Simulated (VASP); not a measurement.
Input of a VASP 6.6.1 run:

Contents of INCAR:

```
PREC     = Accurate       # precision mode
ENCUT    = 600            # plane-wave cutoff, eV
EDIFF    = 1E-6           # SCF threshold, eV
ISMEAR   = 0              # smearing method
SIGMA    = 0.02           # smearing width, eV
LREAL    = F              # projectors in reciprocal space
LASPH    = T              # aspherical terms in the spheres
NELM     = 100            # most SCF steps
ALGO     = Normal         # electronic algorithm
ISIF     = 3              # what is computed and relaxed
LWAVE    = F              # write WAVECAR
LCHARG   = F              # write CHGCAR
GGA      = PE             # functional
IVDW     = 12             # dispersion correction
IBRION   = 2              # ionic algorithm
NSW      = 100            # ionic steps
EDIFFG   = -0.002         # ionic threshold
```

The input KPOINTS:

```
regular mesh
0
Gamma
  4 4 4
```

File POSCAR:

```
CO2
1.0
    5.6711123380      0.0000000000      0.0000000000
    0.0000000000      5.6711123380      0.0000000000
    0.0000000000      0.0000000000      5.6711123380
C O
4 8
Direct
    0.0000000000      0.0000000000      0.0000000000
    0.5000000000      0.0000000000      0.5000000000
    0.5000000000      0.5000000000      0.0000000000
    0.0000000000      0.5000000000      0.5000000000
    0.1190348169      0.1190348169      0.1190348169
    0.3809651831      0.8809651831      0.6190348169
    0.6190348169      0.3809651831      0.8809651831
    0.8809651831      0.6190348169      0.3809651831
    0.8809651831      0.8809651831      0.8809651831
    0.6190348169      0.1190348169      0.3809651831
    0.3809651831      0.6190348169      0.1190348169
    0.1190348169      0.3809651831      0.6190348169
```

Potentials or basis: VASP PAW PBE potentials, release 64 (C, O).

The run is started by

```sh
$ cat potpaw_PBE.64/C/POTCAR potpaw_PBE.64/O/POTCAR > POTCAR
$ mpirun -np 1 vasp_std > vasp.out
```

(1) Estimate the band gap on the k mesh.

(2) Predict the dispersion energy per atom.

Results:

(1) 6.72 eV.

(2) -0.070 eV.
